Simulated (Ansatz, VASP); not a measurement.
**TiSb: VASP beside Ansatz**

```
CELL_PARAMETERS angstrom
4.10330 0.00000 0.00000
-2.05165 3.55356 0.00000
0.00000 0.00000 6.40927
ATOMIC_POSITIONS crystal
Ti 0.00000 0.00000 0.00000
Ti 0.00000 0.00000 0.50000
Sb 0.33333 0.66667 0.25000
Sb 0.66667 0.33333 0.75000
```

Change from the starting cell: zz strain of +2 %, crystal datasets.

Alike in both runs: task electric field gradients; functional LDA; k mesh 12 × 12 × 7; occupations fermi-dirac, width 0.03 eV; no spin polarisation.

```csv
,VASP,Ansatz
version,VASP 6.6.1,Ansatz 0.2.0
potentials or method,"VASP PAW LDA potentials, release 64 (Ti_sv, Sb), cutoff 520 eV","all-electron PAW with datasets made for the crystal, scalar-relativistic"
```

|  | VASP | Ansatz | Ansatz less VASP |
| --- | --- | --- | --- |
| pressure (GPa) | -9.7 | -9.9 | -0.21 |
| traceless stress, the component that is largest in VASP (GPa) | -1.03 | -1.06 | -0.037 |
| size of Vzz on the site where it differs most (V/Å²) | 47.6 | 51.7 | +4.01 |

LDA's correlation is that of Perdew and Zunger in VASP and of Perdew and Wang (1992) in Ansatz. Ansatz ran all-electron here, and VASP with PAW potentials.

Neither program's run includes spin-orbit coupling.
